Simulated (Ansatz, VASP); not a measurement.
# Two plane-wave programs on Sr2Be4Ru

File POSCAR:

```
Sr2Be4Ru
1.0
    0.0000000000      3.8746155400      0.0000000000
    3.8746155400      0.0000000000      0.0000000000
    1.9373077700      1.9373077700     -6.3569316900
Sr Ru Be
2 1 4
Direct
    0.3538000000      0.3538000000      0.2924000000
    0.6462000000      0.6462000000      0.7076000000
    0.0000000000      0.0000000000      0.0000000000
    0.5000000000      0.0000000000      0.0000000000
    0.0000000000      0.5000000000      0.0000000000
    0.1630000000      0.1630000000      0.6740000000
    0.8370000000      0.8370000000      0.3260000000
```

File INCAR.step1:

```
SYSTEM = Sr2Be4Ru
PREC = Accurate ; ENCUT = 520
ISMEAR = -1 ; SIGMA = 0.1
LREAL = .False. ; LASPH = .True.
NELM = 60 ; NBANDS = 30
GGA = PE ; ALGO = Normal
EDIFF = 1E-4 ; LWAVE = .True.
LCHARG = .False.
```

File INCAR.step2:

```
SYSTEM = Sr2Be4Ru
PREC = Accurate ; ENCUT = 520
EDIFF = 1E-6 ; ISMEAR = -1
SIGMA = 0.1 ; LREAL = .False.
LASPH = .True. ; NELM = 60
ALGO = Normal ; ISIF = 2
LWAVE = .False. ; LCHARG = .False.
METAGGA = R2SCAN ; LMIXTAU = .True.
NBANDS = 30 ; ISTART = 1
```

The input KPOINTS:

```
regular mesh
0
Gamma
  9 9 9
  0 0 0
```

Input for Ansatz:

```yaml
crystal:
  lattice:
    - [0.0, 3.87461554, 0.0]
    - [3.87461554, 0.0, 0.0]
    - [1.93730777, 1.93730777, -6.35693169]
  atoms:
    - { symbol: Sr, position: [0.3538, 0.3538, 0.2924] }
    - { symbol: Sr, position: [0.6462, 0.6462, 0.7076] }
    - { symbol: Ru, position: [0.0, 0.0, 0.0] }
    - { symbol: Be, position: [0.5, 0.0, 0.0] }
    - { symbol: Be, position: [0.0, 0.5, 0.0] }
    - { symbol: Be, position: [0.163, 0.163, 0.674] }
    - { symbol: Be, position: [0.837, 0.837, 0.326] }
  symmetry: { tolerance: 0.0003 }
kpoints:
  mp_grid: { grid: [9, 9, 9], shift: [0, 0, 0] }
  band_path:
    path:
      - [0.0, 0.0, 0.0]
      - [0.5, 0.5, 0.5]
      - [0.5, 0.5, 0.25]
      - [0.0, 0.5, 0.0]
      - [0.0, 0.0, 0.0]
      - [0.0, 0.0, -0.5]
      - [0.0, 0.45356214, -0.27321893]
      - [0.0, 0.54643786, 0.27321893]
      - [0.0, 0.0, 0.0]
      - [0.5, 0.5, 0.5]
      - [0.45356214, 0.54643786, 0.5]
    npoints: 6
magnetization:
  spin_polarized: false
scf:
  occupations: { method: fermi_dirac }
  lower_state_search: "off"
  max_iter: 200
hamiltonian:
  pseudopotentials: { kind: paw }
  xc: r2scan
basis:
  ecutwfc: 500
  fft_grid_basis: typed
output:
  forces: true
  stress: true
  eigenvalues: true
  bader: true
  populations: true
  elf: true
  write_potential: true
  volumetric_format: npy
  dos:
    e_range: [-12, 8]
    de: 0.05
    projected: { site_lists: { Be: [Be], Ru: [Ru], Sr: [Sr] } }
checkpoint:
  read: saved_state
```

Alike in both runs: task single point; functional r2SCAN; k mesh 9 × 9 × 9; no spin polarisation.

|  | VASP | Ansatz |
| --- | --- | --- |
| version | VASP 6.6.1 | Ansatz 0.2.0 |
| potentials or method | VASP PAW PBE potentials, release 64 (Sr_sv, Ru_pv, Be), cutoff 520 eV | PAW plane waves |
| occupations | fermi-dirac, width 0.1 eV | fermi-dirac |
| valence electrons in the cell | 42 | 44 |

|  | VASP | Ansatz | Ansatz less VASP |
| --- | --- | --- | --- |
| rms of the force components (eV/Å) | 0.414 | 0.430 | +0.0155 |

VASP's potentials were made for PBE, not for r2SCAN. Atom by atom the forces differ by 0.016 eV/Å (rms over components). VASP's potentials hold 42 valence electrons a cell and Ansatz's 44, so a difference there can come from the potentials and not from the codes.
